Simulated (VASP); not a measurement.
## HCl: single point with PBE+D3(BJ)

HCl:

```xyz
24
Lattice="8.7642 0.0000 0.0000 0.0000 8.7642 0.0000 0.0000 0.0000 8.7642" Properties=species:S:1:pos:R:3 pbc="T T T"
Cl    4.4159    6.2105    1.2122
Cl    2.0283    4.3864    3.3108
Cl    9.0771    7.8620    1.6042
Cl    2.7085    1.8753    8.3056
Cl    0.1164    5.1138    8.0029
Cl    5.2741    3.9105    4.8191
Cl    8.6574    2.2138    5.8840
Cl    4.8915    0.5451    3.2531
Cl    4.3914    7.5639    6.2925
Cl    7.9581    7.1497    4.9949
Cl    6.4961    9.4669    8.2077
Cl    7.3725    3.2261    1.8301
H     5.3874    5.4446    1.6135
H     2.8037    4.9892    2.4313
H     8.1408    8.4366    0.8949
H     1.7930    1.8373    7.3771
H    -0.0508    4.1220    7.1582
H     4.0158    4.0306    4.5158
H     7.8208    1.5891    6.6938
H     4.6978   -0.5266    2.5248
H     4.6285    8.2239    5.1794
H     8.2876    7.5509    3.7983
H     5.7885    8.6462    7.4310
H     8.1104    3.8459    0.9456
```

| Quantity | Value |
| --- | --- |
| Program | VASP 6.6.1 |
| Task | single point |
| Functional | PBE |
| Dispersion | D3(BJ) |
| Potentials or basis | VASP PAW PBE potentials, release 64 (Cl, H) |
| Cutoff | 520 eV |
| k mesh | 1 × 1 × 1 |
| Occupations | fermi-dirac, width 0.02 eV |
| Spin | no spin polarisation |

```
Pressure                   : -0.6 GPa
Largest force              : 0.524 eV/Å
Band gap on the k mesh     : 5.37 eV
Dispersion energy per atom : -0.054 eV
```

Forces in eV/Å, atoms in the order of the input:
```
Cl   0.127 -0.098  0.030
Cl   0.284  0.260 -0.351
Cl  -0.169  0.113 -0.153
Cl  -0.190 -0.005 -0.183
Cl  -0.024 -0.173 -0.146
Cl  -0.021 -0.013  0.008
Cl  -0.118 -0.076  0.121
Cl  -0.058 -0.263 -0.193
Cl   0.012  0.040 -0.080
Cl   0.042  0.058 -0.191
Cl  -0.059 -0.079 -0.050
Cl  -0.004  0.118 -0.062
H   -0.054  0.022 -0.009
H   -0.299 -0.248  0.353
H    0.165 -0.116  0.130
H    0.191  0.012  0.191
H    0.048  0.178  0.128
H    0.016 -0.006 -0.003
H    0.113  0.076 -0.121
H    0.073  0.245  0.194
H   -0.011 -0.058  0.093
H   -0.061 -0.057  0.172
H    0.064  0.089  0.065
H   -0.067 -0.018  0.057
```

Stress tensor (GPa, compression positive):
```
-0.51  0.03 -0.09
 0.03 -0.56  0.07
-0.09  0.07 -0.60
```

Levels at points of the mesh, in eV from the valence-band top:
```
           k point  band 45  band 46  band 47  band 48  band 49  band 50  band 51  band 52
(0.00, 0.00, 0.00)    -0.13    -0.05    -0.03     0.00     5.37     6.43     6.67     6.88
```

Wall time 72 s on 1 thread of Intel(R) Xeon(R) Platinum 8488C (Sapphire Rapids) (shared host), peak memory 0.6 GiB.

Caveat: the k points lie up to 0.72 Å⁻¹ apart.
